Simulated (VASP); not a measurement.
Here is a VASP 6.6.1 calculation.

Contents of INCAR:

```
ALGO = Normal
EDIFF = 1E-7
ENCUT = 520
GGA = PE
ISIF = 2
ISMEAR = -1
ISYM = 0
LASPH = True
LCHARG = False
LREAL = Auto
LWAVE = False
NBANDS = 98
NELM = 100
PREC = Accurate
SIGMA = 0.05
```

The input KPOINTS:

```
Automatic mesh
0
Gamma
  1 1 1
  0.25 0.25 0.25
```

The input POSCAR:

```
Sr13Li7Mg4
1.0
    9.8738250000     -0.1431370000     -0.0271780000
   -0.1431370000     10.2495160000      0.4011450000
   -0.0271780000      0.4011450000      9.9890070000
Sr Li Mg
13 7 4
Direct
    0.0331246176      0.8291937740      0.5624537378
    0.4116477973      0.2847881366      0.4396053008
    0.1245767348      0.4498652286      0.5872955700
    0.7122323511      0.9113506915      0.2118842521
    0.4444509858      0.5961288928      0.1205443308
    0.3108253033      0.9246574602      0.2507526417
    0.3711907400      0.0646181759      0.8313031479
    0.0670117015      0.1757958187      0.3046923113
    0.0404085735      0.8215987256      0.9752375790
    0.0605941895      0.4317090723     -0.0047508333
    0.7090735720      0.2920551973      0.1299012724
    0.5604127548      0.6405968512      0.5022575992
    0.9700477817      0.1626794073      0.7569944568
    0.7030307625      0.0699111446      0.4854237728
    0.6395406714      0.6962615221      0.8628259654
    0.7978034429      0.4922045804      0.7627453155
    0.6919692158      0.9359639714      0.7297029697
    0.8291869469      0.5408111560      0.2973257454
    0.0904747052      0.6357527501      0.2615595208
    0.6436337698      0.2293042301      0.7929313127
    0.4855556412      0.4408414663      0.7891568282
    0.7644178068      0.3306779877      0.5178230955
    0.3636903773      0.2594336310      0.0907935967
    0.3196569727      0.7062950167      0.7914511345
```

Potentials or basis: VASP PAW PBE potentials, release 64 (Sr_sv, Li_sv, Mg).

The run is started by

```bash
$ cat potpaw_PBE.64/Sr_sv/POTCAR potpaw_PBE.64/Li_sv/POTCAR potpaw_PBE.64/Mg/POTCAR > POTCAR
$ mpirun -np 1 vasp_std > vasp.out
```

**Question.** Estimate the largest force.

**Answer.** 0.822 eV/Å.

**Question.** Estimate the band gap on the k mesh.

**Answer.** Zero (an odd number of electrons rules out a gap without spin polarisation).

Forces on the atoms (eV/Å):
```
Sr  -0.225 -0.017 -0.060
Sr   0.596 -0.300  0.095
Sr   0.100  0.732 -0.051
Sr   0.356 -0.281 -0.400
Sr  -0.238 -0.136 -0.015
Sr   0.366 -0.172  0.172
Sr  -0.157 -0.354 -0.243
Sr  -0.801  0.158  0.098
Sr  -0.326  0.044 -0.112
Sr   0.517  0.320 -0.022
Sr  -0.212  0.075 -0.070
Sr   0.000  0.413  0.271
Sr  -0.205 -0.612  0.076
Li  -0.029 -0.098  0.056
Li   0.154 -0.030  0.056
Li   0.008  0.026 -0.031
Li   0.082  0.031  0.116
Li  -0.053  0.180  0.026
Li   0.284 -0.072  0.212
Li   0.332 -0.137 -0.133
Mg  -0.486  0.029  0.361
Mg   0.128  0.322 -0.153
Mg  -0.153 -0.038 -0.079
Mg  -0.039 -0.081 -0.173
```

Caveat: the k points lie up to 0.64 Å⁻¹ apart, too coarse for converged energies and pressures of a metal; the atoms stand as in a frame of molecular dynamics.
